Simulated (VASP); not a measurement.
# Fe (Im-3m) in VASP: notebook

The runs below take Fe through single point, with PBE.

All numbers are computed with VASP 6.6.1; they aren't measurements. Logs are shortened: lines on timing, memory, paths and dates and some standing lists are left out, and cuts for length are marked.

**1. The cell of the first run**

Symmetry: Im-3m, No. 229, cubic system. Conventional cell: a = 2.886 Å, b = 2.886 Å, c = 2.886 Å, α = 90.00°, β = 90.00°, γ = 90.00°. Fe (site symmetry m-3m) has 14 Fe at 2.50 to 2.89 Å within 3.3 Å.

**2. Single point, PBE, collinear spin, ferromagnetic start**

Contents of INCAR:

```
PREC = Accurate ; ENCUT = 520
EDIFF = 1E-6 ; ISMEAR = 1
SIGMA = 0.025 ; LREAL = False
LASPH = True ; NELM = 150
ALGO = Fast ; ISIF = 2
LWAVE = False ; LCHARG = True
ISPIN = 2 ; MAGMOM = 3
LORBIT = 11 ; LMAXMIX = 4
GGA = PE ; LELF = True
LVHAR = True ; NBANDS = 14
```

Contents of KPOINTS:

```
regular mesh
0
Gamma
  11 11 11
```

Contents of POSCAR:

```
Fe
1.0
   -1.4430000000      1.4430000000      1.4430000000
    1.4430000000     -1.4430000000      1.4430000000
    1.4430000000      1.4430000000     -1.4430000000
Fe
1
Direct
    0.0000000000      0.0000000000      0.0000000000
```

Potentials or basis: VASP PAW PBE potentials, release 64 (Fe).

On the command line:

```sh
$ cat potpaw_PBE.64/Fe/POTCAR > POTCAR
$ mpirun -np 1 vasp_std > vasp.out
```

OUTCAR:

```text
PREC = Accurate
   ENCUT = 520
   EDIFF = 1E-6
   ISMEAR = 1
   LREAL = False
   LASPH = True
   NELM = 150
   ISIF = 2
   ISPIN = 2
   LORBIT = 11
   GGA = PE

 ion  position               nearest neighbor table
   1  0.000  0.000  0.000-

  LATTYP: Found a body centered cubic cell.
 ALAT       =     2.8860000000

  Lattice vectors:

 A1 = (  -1.4430000000,   1.4430000000,   1.4430000000)
 A2 = (   1.4430000000,  -1.4430000000,   1.4430000000)
 A3 = (   1.4430000000,   1.4430000000,  -1.4430000000)

Analysis of symmetry for initial positions (statically):
=====================================================================
 Subroutine PRICEL returns:
 Original cell was already a primitive cell.

 Routine SETGRP: Setting up the symmetry group for a
 body centered cubic supercell.

 Subroutine GETGRP returns: Found 48 space group operations
 (whereof 48 operations were pure point group operations)
 out of a pool of 48 trial point group operations.

The static configuration has the point symmetry O_h .

Analysis of symmetry for dynamics (positions and initial velocities):
=====================================================================
 Subroutine PRICEL returns:
 Original cell was already a primitive cell.

 Routine SETGRP: Setting up the symmetry group for a
 body centered cubic supercell.

 Subroutine GETGRP returns: Found 48 space group operations
 (whereof 48 operations were pure point group operations)
 out of a pool of 48 trial point group operations.

The dynamic configuration has the point symmetry O_h .

Analysis of structural, dynamic, and magnetic symmetry:
=====================================================================
 Subroutine PRICEL returns:
 Original cell was already a primitive cell.

 Routine SETGRP: Setting up the symmetry group for a
 body centered cubic supercell.

 Subroutine GETGRP returns: Found 48 space group operations
 (whereof 48 operations were pure point group operations)
 out of a pool of 48 trial point group operations.

The overall configuration has the point symmetry O_h .

 Subroutine INISYM returns: Found 48 space group operations
 (whereof 48 operations are pure point group operations),
 and found     1 'primitive' translations

----------------------------------------------------------------------------------------

                                     Primitive cell

  volume of cell :      12.0187

  direct lattice vectors                    reciprocal lattice vectors
    -1.443000000  1.443000000  1.443000000     0.000000000  0.346500347  0.346500347
     1.443000000 -1.443000000  1.443000000     0.346500347  0.000000000  0.346500347
     1.443000000  1.443000000 -1.443000000     0.346500347  0.346500347  0.000000000

  length of vectors
     2.499349315  2.499349315  2.499349315     0.490025489  0.490025489  0.490025489

  position of ions in fractional coordinates (direct lattice)
     0.000000000  0.000000000  0.000000000

  ion indices of the primitive-cell ions
   primitive index   ion index
                 1           1

----------------------------------------------------------------------------------------

 KPOINTS: regular mesh

Automatic generation of k-mesh.
 Grid dimensions read from file:
 generate k-points for:   11   11   11

 Generating k-lattice:

  Cartesian coordinates                     Fractional coordinates (reciprocal lattice)
     0.000000000  0.031500032  0.031500032     0.090909091  0.000000000  0.000000000
     0.031500032  0.000000000  0.031500032     0.000000000  0.090909091  0.000000000
     0.031500032  0.031500032  0.000000000     0.000000000  0.000000000  0.090909091

  Length of vectors
     0.044547772  0.044547772  0.044547772

  Shift w.r.t. Gamma in fractional coordinates (k-lattice)
     0.000000000  0.000000000  0.000000000

 Subroutine IBZKPT returns following result:
 ===========================================

 Found     56 irreducible k-points:

 Following reciprocal coordinates:
            Coordinates               Weight
  0.000000  0.000000  0.000000      1.000000
  0.090909  0.000000  0.000000     12.000000
  0.181818  0.000000  0.000000     12.000000
  0.272727  0.000000  0.000000     12.000000
  0.363636  0.000000  0.000000     12.000000
  0.454545  0.000000  0.000000     12.000000
[... 16 lines left out ...]
  0.272727  0.181818  0.090909     48.000000
  0.363636  0.181818  0.090909     24.000000
 [... further k-points ...]
   k-points           NKPTS =     56   k-points in BZ     NKDIM =     56   number of bands    NBANDS=     14
   number of dos      NEDOS =    301   number of ions     NIONS =      1
   total plane-waves  NPLWV =   8000
   dimension x,y,z NGX =    20 NGY =   20 NGZ =   20
   dimension x,y,z NGXF=    40 NGYF=   40 NGZF=   40
   ions per type =               1
   NGX,Y,Z   is equivalent  to a cutoff of  13.30, 13.30, 13.30 a.u.
   NGXF,Y,Z  is equivalent  to a cutoff of  26.61, 26.61, 26.61 a.u.
 SYSTEM =  unknown system
   PREC   = accura    normal or accurate (medium, high low for compatibility)
   ISTART =      0    job   : 0-new  1-cont  2-samecut
   ICHARG =      2    charge: 1-file 2-atom 10-const
   ISPIN  =      2    spin polarized calculation?
   LNONCOLLINEAR =      F non collinear calculations
   LSORBIT =      F    spin-orbit coupling
   LASPH  =      T    aspherical Exc in radial PAW
   ENCUT  =  520.0 eV  38.22 Ry    6.18 a.u.   4.65  4.65  4.65*2*pi/ulx,y,z
   NELM   =    150;   NELMIN=  2; NELMDL= -5     # of ELM steps
   EDIFF  = 0.1E-05   stopping-criterion for ELM
   LREAL  =      F    real-space projection
   EDIFFG = 0.1E-04   stopping-criterion for IOM
   NSW    =      0    number of steps for IOM
   IBRION =     -1    ionic relax: 0-MD 1-quasi-New 2-CG
   NFREE  =      0    steps in history (QN), initial steepest desc. (CG)
   ISIF   =      2    stress and relaxation
   ISYM   =      2    0-nonsym 1-usesym 2-fastsym
   POTIM  = 0.5000    time-step for ionic-motion
   TEBEG  =    0.0;   TEEND  =   0.0 temperature during run
   PSTRESS=    0.0 pullay stress
   NELECT =       8.0000    total number of electrons
   NUPDOWN=      -1.0000    fix difference up-down
   EMIN   =  10.00;   EMAX   =-10.00  energy-range for DOS
   EFERMI =   0.00;   METHOD = LEGACY
   ISMEAR =     1;   SIGMA  =   0.03  broadening in eV -4-tet -1-fermi 0-gaus
   EFERMI_NEDOS =   21; number of points for ismear=-14 and -15
   IALGO  =     68    algorithm
   IMIX   =      4    mixing-type and parameters
     AMIX     =   0.40;   BMIX     =  1.00
     AMIX_MAG =   1.60;   BMIX_MAG =  1.00
  volume/ion in A,a.u.               =      12.02        81.11
  Fermi-wavevector in a.u.,A,eV,Ry     =   1.429394  2.701162 27.798962  2.043166
  Thomas-Fermi vector in A             =   2.549352
   LORBIT       =     11    0 simple, 1 ext, 2 COOP (PROOUT), +10 PAW based schemes
   GGA     = PE    functional components
   LHFCALC =     F    Hartree Fock is set to
   AEXX    =    0.0000 exact exchange contribution
   IVDW    =     0    specifies the selected vdW correction
   LEPSILON=     F    determine dielectric tensor
   LRPA    =     F    only Hartree local field effects (RPA)
 spin polarized calculation
 RMM-DIIS sequential band-by-band and
 Methfessel and Paxton  Order N= 1 SIGMA  =   0.03
  energy-cutoff  :      520.00
  volume of cell :       12.02
 maximum number of plane-waves:       335
   NGX =  9   NGY =  9   NGZ =  9

 number of electron       7.9999995 magnetization       2.2737688

 Free energy of the ion-electron system (eV)
  ---------------------------------------------------
  ext. energy  EPLUGINS =         0.00000000
  ---------------------------------------------------
  free energy    TOTEN  =        -8.22201896 eV

  energy without entropy =       -8.22204136  energy(sigma->0) =       -8.22202642

 E-fermi :   5.2070     XC(G=0): -12.7995

 val. band max:        5.1581852559   @ k =  -0.4545  -0.4545   0.3636
 cond. band min:       5.2074468976   @ k =  -0.4545  -0.4545   0.2727
 fundamental gap:      0.0492616417
 Fermi energy:         5.2070371667

 spin component 1

 k-point     1 :       0.0000    0.0000    0.0000
  band No.  band energies     occupation
      1      -2.8423      1.00000
      2       3.0482      1.00000
      3       3.0482      1.00000
      4       3.0482      1.00000
      5       4.1553      1.00000
      6       4.1553      1.00000
      7      29.7348      0.00000
      8      29.7348      0.00000
      9      29.7348      0.00000
     10      34.4638      0.00000
     11      34.4638      0.00000
     12      36.5381      0.00000
     13      36.5581      0.00000
     14      36.5590      0.00000
[... 375 lines left out ...]
 k-point    24 :       0.3636    0.1818    0.0909
  band No.  band energies     occupation
      1       1.4806      1.00000
      2       2.0245      1.00000
      3       3.0939      1.00000
      4       4.2992      1.00000
      5       4.3848      1.00000
      6       9.5737      0.00000
      7      12.4643      0.00000
      8      17.1759      0.00000
      9      20.1991      0.00000
     10      34.0703      0.00000
     11      38.6292      0.00000
     12      39.1663      0.00000
     13      44.6821      0.00000
     14      44.8026      0.00000

 [... further k-points ...]

 spin component 2

 k-point     1 :       0.0000    0.0000    0.0000
  band No.  band energies     occupation
      1      -2.6871      1.00000
      2       5.0479      1.00000
      3       5.0480      1.00000
      4       5.0480      1.00000
      5       6.9692      0.00000
      6       6.9694      0.00000
      7      29.4516      0.00000
      8      29.4516      0.00000
      9      29.4516      0.00000
     10      34.6303      0.00000
     11      34.6303      0.00000
     12      37.7065      0.00000
     13      37.7066      0.00000
     14      37.7066      0.00000
[... 375 lines left out ...]
 k-point    24 :       0.3636    0.1818    0.0909
  band No.  band energies     occupation
      1       2.8977      1.00000
      2       3.6853      1.00000
      3       4.3659      1.00000
      4       7.0183      0.00000
      5       7.2171      0.00000
      6      10.7342      0.00000
      7      13.6535      0.00000
      8      17.8369      0.00000
      9      20.7771      0.00000
     10      34.1184      0.00000
     11      38.6570      0.00000
     12      39.6338      0.00000
     13      44.7182      0.00000
     14      45.4654      0.00000

 [... further k-points ...]
[... 5 lines left out ...]
  --------------------------------------------------------------------------------------
  -------------------------------------------------------------------------------------
  Total       -0.7119309     -0.7119309     -0.7119309      0.0000000      0.0000000      0.0000000
  in kB      -94.9050782    -94.9050782    -94.9050782      0.0000000      0.0000000      0.0000000
  external PRESSURE =     -94.9050782 kB  Pullay stress =       0.0000000 kB

 VOLUME and BASIS-vectors are now :
 -----------------------------------------------------------------------------
  energy-cutoff  :      520.00
  volume of cell :       12.02
      direct lattice vectors                 reciprocal lattice vectors
    -1.443000000  1.443000000  1.443000000     0.000000000  0.346500347  0.346500347
     1.443000000 -1.443000000  1.443000000     0.346500347  0.000000000  0.346500347
     1.443000000  1.443000000 -1.443000000     0.346500347  0.346500347  0.000000000

 POSITION                                       TOTAL-FORCE (eV/Angst)
 -----------------------------------------------------------------------------------
      0.00000      0.00000      0.00000        -0.000000      0.000000     -0.000000
 -----------------------------------------------------------------------------------
    total drift:                                0.000000     -0.000000      0.000000

  FREE ENERGIE OF THE ION-ELECTRON SYSTEM (eV)
  ---------------------------------------------------
  free  energy   TOTEN  =        -8.2220189570 eV

  energy  without entropy=       -8.2220413601  energy(sigma->0) =       -8.22202642

 total charge

# of ion       s       p       d       tot
------------------------------------------
    1        0.465   0.491   6.202   7.157

 magnetization (x)

# of ion       s       p       d       tot
------------------------------------------
    1       -0.013  -0.054   2.347   2.280
```

It took 26 s on 1 thread of Intel Xeon Platinum 8259CL at 2.50GHz (Skylake/Cascade Lake), shared host; peak memory 0.14 GiB.

Results:

```
Free energy                                           : -8.2220 eV
Pressure                                              : -9.5 GPa
Net moment                                            : 2.27 μB per cell
Site moments                                          : Fe +2.28 μB
Valence electrons inside the program's atomic spheres : Fe 7.16
```

Levels at points of the mesh, in eV from the Fermi level:
Spin up:
```
           k point  band 2  band 3  band 4  band 5  band 6  band 7  band 8  band 9
(0.00, 0.00, 0.00)   -2.16   -2.16   -2.16   -1.05   -1.05   24.53   24.53   24.53
```
Spin down:
```csv
k point,band 1,band 2,band 3,band 4,band 5,band 6
"(0.00, 0.00, 0.00)",-7.89,-0.16,-0.16,-0.16,1.76,1.76
```

**3. Single point, PBE, collinear spin, ferromagnetic start**

Contents of INCAR:

```
ALGO = Fast
EDIFF = 1E-7
ENCUT = 520
GGA = PE
ISIF = 2
ISMEAR = 1
ISPIN = 2
LASPH = True
LCHARG = False
LMAXMIX = 4
LORBIT = 11
LREAL = False
LWAVE = False
MAGMOM = 3
NBANDS = 14
NELM = 150
PREC = Accurate
SIGMA = 0.01
```

Contents of KPOINTS:

```
k-points
0
Gamma
  11 11 11
```

POSCAR is that of step 2.

Potentials or basis: VASP PAW PBE potentials, release 64 (Fe).

On the command line:

```sh
$ cat potpaw_PBE.64/Fe/POTCAR > POTCAR
$ mpirun -np 1 vasp_std > vasp.out
```

Wall time 25 s (1 thread of Intel Xeon Platinum 8259CL at 2.50GHz (Skylake/Cascade Lake), shared host); peak memory 0.13 GiB.

The run converged. Its results:

```
Free energy                                           : -8.2220 eV
Pressure                                              : -9.6 GPa
Net moment                                            : 2.27 μB per cell
Site moments                                          : Fe +2.28 μB
Valence electrons inside the program's atomic spheres : Fe 7.16
```

Levels at points of the mesh, in eV from the Fermi level:
Spin up:
| k point | band 2 | band 3 | band 4 | band 5 | band 6 | band 7 | band 8 | band 9 |
| --- | --- | --- | --- | --- | --- | --- | --- | --- |
| (0.00, 0.00, 0.00) | -2.16 | -2.16 | -2.16 | -1.05 | -1.05 | 24.53 | 24.53 | 24.53 |
Spin down:
| k point | band 1 | band 2 | band 3 | band 4 | band 5 | band 6 |
| --- | --- | --- | --- | --- | --- | --- |
| (0.00, 0.00, 0.00) | -7.89 | -0.16 | -0.16 | -0.16 | 1.76 | 1.76 |
